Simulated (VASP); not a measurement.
# Na (I4/mmm) in VASP: a series of runs

Na is run at these levels: PBEsol; tasks: single point.

All numbers are computed with VASP 6.6.1; they aren't measurements. Logs are shortened: lines on timing, memory, paths and dates and some standing lists are left out, and cuts for length are marked.

### Step 1. The cell of the first run

It takes space group I4/mmm (No. 139, tetragonal). Conventional cell: a = 3.603 Å, b = 3.603 Å, c = 5.137 Å, α = 90.00°, β = 90.00°, γ = 90.00°. Na (site symmetry 4/mmm) has 12 Na at 3.60 to 3.62 Å within 4.7 Å.

This isn't the form of Na at room conditions, which is bcc.

### Step 2. Single point, PBEsol

Contents of INCAR:

```
PREC     = Accurate       # precision mode
ENCUT    = 520            # plane-wave cutoff, eV
EDIFF    = 1E-6           # SCF threshold, eV
ISMEAR   = 0              # smearing method
SIGMA    = 0.15           # smearing width, eV
LREAL    = False          # projectors in reciprocal space
LASPH    = True           # aspherical terms in the spheres
NELM     = 80             # most SCF steps
ALGO     = Normal         # electronic algorithm
ISIF     = 2              # what is computed and relaxed
LWAVE    = False          # write WAVECAR
LCHARG   = False          # write CHGCAR
GGA      = PS             # functional
NBANDS   = 10             # bands
```

Contents of KPOINTS:

```
Automatic mesh
0
Gamma
  16 16 16
```

Contents of POSCAR:

```
Na
1.0
   -1.8014500000      1.8014500000      2.5685500000
    1.8014500000     -1.8014500000      2.5685500000
    1.8014500000      1.8014500000     -2.5685500000
Na
1
Direct
    0.0000000000      0.0000000000      0.0000000000
```

Potentials or basis: VASP PAW PBE potentials, release 64 (Na_pv).

On the command line:

```console
> cat potpaw_PBE.64/Na_pv/POTCAR > POTCAR
> mpirun -np 1 vasp_std > vasp.out
```

OUTCAR:

```text
PREC = Accurate
   ENCUT = 520
   EDIFF = 1E-6
   ISMEAR = 0
   LREAL = False
   LASPH = True
   NELM = 80
   ISIF = 2
   GGA = PS

 ion  position               nearest neighbor table
   1  0.000  0.000  0.000-

  LATTYP: Found a body centered tetragonal cell.
 ALAT       =     3.6029000000
 C/A-ratio  =     1.4258236421

  Lattice vectors:

 A1 = (  -1.8014500000,   1.8014500000,   2.5685500000)
 A2 = (   1.8014500000,  -1.8014500000,   2.5685500000)
 A3 = (   1.8014500000,   1.8014500000,  -2.5685500000)

Analysis of symmetry for initial positions (statically):
=====================================================================
 Subroutine PRICEL returns:
 Original cell was already a primitive cell.

 Routine SETGRP: Setting up the symmetry group for a
 body centered tetragonal supercell.

 Subroutine GETGRP returns: Found 16 space group operations
 (whereof 16 operations were pure point group operations)
 out of a pool of 16 trial point group operations.

The static configuration has the point symmetry D_4h.

Analysis of symmetry for dynamics (positions and initial velocities):
=====================================================================
 Subroutine PRICEL returns:
 Original cell was already a primitive cell.

 Routine SETGRP: Setting up the symmetry group for a
 body centered tetragonal supercell.

 Subroutine GETGRP returns: Found 16 space group operations
 (whereof 16 operations were pure point group operations)
 out of a pool of 16 trial point group operations.

The dynamic configuration has the point symmetry D_4h.

 Subroutine INISYM returns: Found 16 space group operations
 (whereof 16 operations are pure point group operations),
 and found     1 'primitive' translations

----------------------------------------------------------------------------------------

                                     Primitive cell

  volume of cell :      33.3421

  direct lattice vectors                    reciprocal lattice vectors
    -1.801450000  1.801450000  2.568550000     0.000000000  0.277554192  0.194662358
     1.801450000 -1.801450000  2.568550000     0.277554192  0.000000000  0.194662358
     1.801450000  1.801450000 -2.568550000     0.277554192  0.277554192  0.000000000

  length of vectors
     3.617719352  3.617719352  3.617719352     0.339012925  0.339012925  0.392520903

  position of ions in fractional coordinates (direct lattice)
     0.000000000  0.000000000  0.000000000

  ion indices of the primitive-cell ions
   primitive index   ion index
                 1           1

----------------------------------------------------------------------------------------

 KPOINTS: Automatic mesh

Automatic generation of k-mesh.
 Grid dimensions read from file:
 generate k-points for:   16   16   16

 Generating k-lattice:

  Cartesian coordinates                     Fractional coordinates (reciprocal lattice)
     0.000000000  0.017347137  0.012166397     0.062500000  0.000000000  0.000000000
     0.017347137  0.000000000  0.012166397     0.000000000  0.062500000  0.000000000
     0.017347137  0.017347137  0.000000000     0.000000000  0.000000000  0.062500000

  Length of vectors
     0.021188308  0.021188308  0.024532556

  Shift w.r.t. Gamma in fractional coordinates (k-lattice)
     0.000000000  0.000000000  0.000000000

 Subroutine IBZKPT returns following result:
 ===========================================

 Found    349 irreducible k-points:

 Following reciprocal coordinates:
            Coordinates               Weight
  0.000000  0.000000  0.000000      1.000000
  0.062500  0.000000 -0.000000      8.000000
  0.125000  0.000000 -0.000000      8.000000
  0.187500  0.000000 -0.000000      8.000000
  0.250000  0.000000 -0.000000      8.000000
  0.312500 -0.000000  0.000000      8.000000
[... 16 lines left out ...]
 -0.125000  0.062500  0.000000     16.000000
 -0.062500  0.062500  0.000000      4.000000
 [... further k-points ...]
   k-points           NKPTS =    349   k-points in BZ     NKDIM =    349   number of bands    NBANDS=     10
   number of dos      NEDOS =    301   number of ions     NIONS =      1
   total plane-waves  NPLWV =  21952
   dimension x,y,z NGX =    28 NGY =   28 NGZ =   28
   dimension x,y,z NGXF=    56 NGYF=   56 NGZF=   56
   ions per type =               1
   NGX,Y,Z   is equivalent  to a cutoff of  12.87, 12.87, 12.87 a.u.
   NGXF,Y,Z  is equivalent  to a cutoff of  25.73, 25.73, 25.73 a.u.
 SYSTEM =  unknown system
   PREC   = accura    normal or accurate (medium, high low for compatibility)
   ISTART =      0    job   : 0-new  1-cont  2-samecut
   ICHARG =      2    charge: 1-file 2-atom 10-const
   ISPIN  =      1    spin polarized calculation?
   LNONCOLLINEAR =      F non collinear calculations
   LSORBIT =      F    spin-orbit coupling
   LASPH  =      T    aspherical Exc in radial PAW
   ENCUT  =  520.0 eV  38.22 Ry    6.18 a.u.   6.73  6.73  6.73*2*pi/ulx,y,z
   NELM   =     80;   NELMIN=  2; NELMDL= -5     # of ELM steps
   EDIFF  = 0.1E-05   stopping-criterion for ELM
   LREAL  =      F    real-space projection
   EDIFFG = 0.1E-04   stopping-criterion for IOM
   NSW    =      0    number of steps for IOM
   IBRION =     -1    ionic relax: 0-MD 1-quasi-New 2-CG
   NFREE  =      0    steps in history (QN), initial steepest desc. (CG)
   ISIF   =      2    stress and relaxation
   ISYM   =      2    0-nonsym 1-usesym 2-fastsym
   POTIM  = 0.5000    time-step for ionic-motion
   TEBEG  =    0.0;   TEEND  =   0.0 temperature during run
   PSTRESS=    0.0 pullay stress
   NELECT =       7.0000    total number of electrons
   NUPDOWN=      -1.0000    fix difference up-down
   EMIN   =  10.00;   EMAX   =-10.00  energy-range for DOS
   EFERMI =   0.00;   METHOD = LEGACY
   ISMEAR =     0;   SIGMA  =   0.15  broadening in eV -4-tet -1-fermi 0-gaus
   EFERMI_NEDOS =   21; number of points for ismear=-14 and -15
   IALGO  =     38    algorithm
   IMIX   =      4    mixing-type and parameters
     AMIX     =   0.40;   BMIX     =  1.00
     AMIX_MAG =   1.60;   BMIX_MAG =  1.00
  volume/ion in A,a.u.               =      33.34       225.00
  Fermi-wavevector in a.u.,A,eV,Ry     =   0.972994  1.838691 12.880863  0.946717
  Thomas-Fermi vector in A             =   2.103337
   LORBIT       =      0    0 simple, 1 ext, 2 COOP (PROOUT), +10 PAW based schemes
   GGA     = PS    functional components
   LHFCALC =     F    Hartree Fock is set to
   AEXX    =    0.0000 exact exchange contribution
   IVDW    =     0    specifies the selected vdW correction
   LEPSILON=     F    determine dielectric tensor
   LRPA    =     F    only Hartree local field effects (RPA)
 non-spin polarized calculation
 Gauss-broadening in eV      SIGMA  =   0.15
  energy-cutoff  :      520.00
  volume of cell :       33.34
 maximum number of plane-waves:       926
   NGX = 13   NGY = 13   NGZ = 13

 number of electron       6.9999998 magnetization

 Free energy of the ion-electron system (eV)
  ---------------------------------------------------
  ext. energy  EPLUGINS =         0.00000000
  ---------------------------------------------------
  free energy    TOTEN  =        -1.39606607 eV

  energy without entropy =       -1.39153159  energy(sigma->0) =       -1.39379883

 E-fermi :   0.6330     XC(G=0):  -6.7880

 val. band max:        0.6169983767   @ k =  -0.2500   0.4375   0.0625
 cond. band min:       0.6804684627   @ k =  -0.3750  -0.3750   0.2500
 fundamental gap:      0.0634700861
 Fermi energy:         0.6329701820

 k-point     1 :       0.0000    0.0000    0.0000
  band No.  band energies     occupation
      1     -24.0813      2.00000
      2     -24.0812      2.00000
      3     -24.0812      2.00000
      4      -2.8870      2.00000
      5      12.3539      0.00000
      6      12.3847      0.00000
      7      12.3847      0.00000
      8      13.5500      0.00000
      9      14.2838      0.00000
     10      14.2876      0.00000

 k-point     2 :       0.0625    0.0000   -0.0000
  band No.  band energies     occupation
      1     -24.0833      2.00000
      2     -24.0816      2.00000
      3     -24.0815      2.00000
      4      -2.8169      2.00000
      5      11.2302      0.00000
      6      12.2322      0.00000
      7      12.2596      0.00000
      8      13.7650      0.00000
      9      14.5125      0.00000
     10      14.5143      0.00000

 k-point     3 :       0.1250    0.0000   -0.0000
  band No.  band energies     occupation
      1     -24.0889      2.00000
      2     -24.0823      2.00000
      3     -24.0822      2.00000
      4      -2.6070      2.00000
      5       9.6156      0.00000
      6      11.9613      0.00000
      7      12.0029      0.00000
      8      13.4571      0.00000
      9      15.0138      0.00000
     10      15.0215      0.00000

 k-point     4 :       0.1875    0.0000   -0.0000
  band No.  band energies     occupation
      1     -24.0974      2.00000
      2     -24.0835      2.00000
      3     -24.0833      2.00000
      4      -2.2595      2.00000
      5       8.0221      0.00000
      6      11.6947      0.00000
      7      11.7519      0.00000
      8      13.1064      0.00000
      9      14.8618      0.00000
     10      15.0238      0.00000
[... 222 lines left out ...]
 k-point    22 :      -0.1875    0.0625    0.0000
  band No.  band energies     occupation
      1     -24.0949      2.00000
      2     -24.0842      2.00000
      3     -24.0833      2.00000
      4      -2.3272      2.00000
      5       8.5712      0.00000
      6      11.0825      0.00000
      7      11.5742      0.00000
      8      13.7015      0.00000
      9      14.3153      0.00000
     10      15.0844      0.00000

 k-point    23 :      -0.1250    0.0625    0.0000
  band No.  band energies     occupation
      1     -24.0875      2.00000
      2     -24.0829      2.00000
      3     -24.0825      2.00000
      4      -2.6293      2.00000
      5      10.1444      0.00000
      6      11.4117      0.00000
      7      11.7844      0.00000
      8      13.6119      0.00000
      9      14.6050      0.00000
     10      15.4632      0.00000

 k-point    24 :      -0.0625    0.0625    0.0000
  band No.  band energies     occupation
      1     -24.0832      2.00000
      2     -24.0820      2.00000
      3     -24.0820      2.00000
      4      -2.7930      2.00000
      5      11.4998      0.00000
      6      11.8036      0.00000
      7      11.8253      0.00000
      8      13.7558      0.00000
      9      14.6150      0.00000
     10      15.0075      0.00000

 [... further k-points ...]

------------------------ aborting loop because EDIFF is reached ----------------------------------------

  FORCE on cell =-STRESS in cart. coord.  units (eV):
  Direction    XX          YY          ZZ          XY          YZ          ZX
  --------------------------------------------------------------------------------------
  -------------------------------------------------------------------------------------
  Total        0.1609678      0.1609678      0.1545894      0.0000000      0.0000000      0.0000000
  in kB        7.7349426      7.7349426      7.4284425      0.0000000      0.0000000      0.0000000
  external PRESSURE =       7.6327759 kB  Pullay stress =       0.0000000 kB

 VOLUME and BASIS-vectors are now :
 -----------------------------------------------------------------------------
  energy-cutoff  :      520.00
  volume of cell :       33.34
      direct lattice vectors                 reciprocal lattice vectors
    -1.801450000  1.801450000  2.568550000     0.000000000  0.277554192  0.194662358
     1.801450000 -1.801450000  2.568550000     0.277554192  0.000000000  0.194662358
     1.801450000  1.801450000 -2.568550000     0.277554192  0.277554192  0.000000000

 POSITION                                       TOTAL-FORCE (eV/Angst)
 -----------------------------------------------------------------------------------
      0.00000      0.00000      0.00000        -0.000000      0.000000      0.000000
 -----------------------------------------------------------------------------------
    total drift:                               -0.000000     -0.000000     -0.000000

  FREE ENERGIE OF THE ION-ELECTRON SYSTEM (eV)
  ---------------------------------------------------
  free  energy   TOTEN  =        -1.3960660664 eV

  energy  without entropy=       -1.3915315893  energy(sigma->0) =       -1.39379883
```

Run time: 2 min. Hardware: 1 thread of Intel Xeon 8259CL, shared host; peak memory 0.22 GiB.

What came out:

| Item | Value |
| --- | --- |
| Free energy | -1.3961 eV |
| Pressure | 0.8 GPa |
| Band gap on the k mesh | zero (an odd number of electrons rules out a gap without spin polarisation) |

Levels at points of the mesh, in eV from the Fermi level:
| k point | band 1 | band 2 | band 3 | band 4 | band 5 | band 6 | band 7 | band 8 |
| --- | --- | --- | --- | --- | --- | --- | --- | --- |
| (0.00, 0.00, 0.00) | -24.71 | -24.71 | -24.71 | -3.52 | 11.72 | 11.75 | 11.75 | 12.92 |
| (0.50, 0.00, 0.00) | -24.77 | -24.72 | -24.72 | 0.55 | 1.07 | 10.64 | 10.76 | 11.83 |
| (0.50, 0.50, 0.00) | -24.76 | -24.73 | -24.73 | 1.90 | 2.48 | 6.53 | 7.64 | 7.64 |
| (0.50, 0.50, 0.50) | -24.76 | -24.73 | -24.73 | 1.81 | 2.40 | 6.61 | 7.73 | 7.74 |

Caveat: the PAW data sets were made with another functional, which shifts forces and pressure a little.

### Step 3. Single point, PBEsol

This run uses another cell than the first one, of 33.92 Å³/atom.

Contents of INCAR:

```
SYSTEM = Na
ALGO = Fast
EDIFF = 1E-6
ENCUT = 520
GGA = PS
ISIF = 2
ISMEAR = 0
LASPH = .TRUE.
LCHARG = .FALSE.
LREAL = .FALSE.
LWAVE = .FALSE.
NBANDS = 10
NELM = 60
PREC = Accurate
SIGMA = 0.15
```

Contents of KPOINTS:

```
k-points
0
G
  16 16 16
  0 0 0
```

Contents of POSCAR:

```
Na
1.0
   -1.8325000000      1.8325000000      2.5250000000
    1.8325000000     -1.8325000000      2.5250000000
    1.8325000000      1.8325000000     -2.5250000000
Na
1
Direct
    0.0000000000      0.0000000000      0.0000000000
```

Potentials or basis: VASP PAW PBE potentials, release 64 (Na_pv).

On the command line:

```console
> cat potpaw_PBE.64/Na_pv/POTCAR > POTCAR
> mpirun -np 1 vasp_std > vasp.out
```

Run time: 3.1 min. Hardware: 1 thread of Intel Xeon 8259CL, shared host; peak memory 0.22 GiB.

Results (log left out):

```
Free energy            : -1.3985 eV
Pressure               : 0.7 GPa
Band gap on the k mesh : zero (an odd number of electrons rules out a gap without spin polarisation)
```

Levels at points of the mesh, in eV from the Fermi level:
```tsv
k point	band 1	band 2	band 3	band 4	band 5	band 6	band 7	band 8
(0.00, 0.00, 0.00)	-24.73	-24.73	-24.73	-3.48	11.61	11.61	11.70	12.80
(0.50, 0.00, 0.00)	-24.78	-24.74	-24.73	0.54	1.05	10.42	10.78	11.62
(0.50, 0.50, 0.00)	-24.77	-24.75	-24.74	1.76	2.34	6.59	7.68	7.69
(0.50, 0.50, 0.50)	-24.77	-24.75	-24.75	2.04	2.60	6.35	7.38	7.38
```

Caveat: the PAW data sets were made with another functional, which shifts forces and pressure a little.

The gap in the log of VASP goes by the Fermi energy; the results here count the filled bands.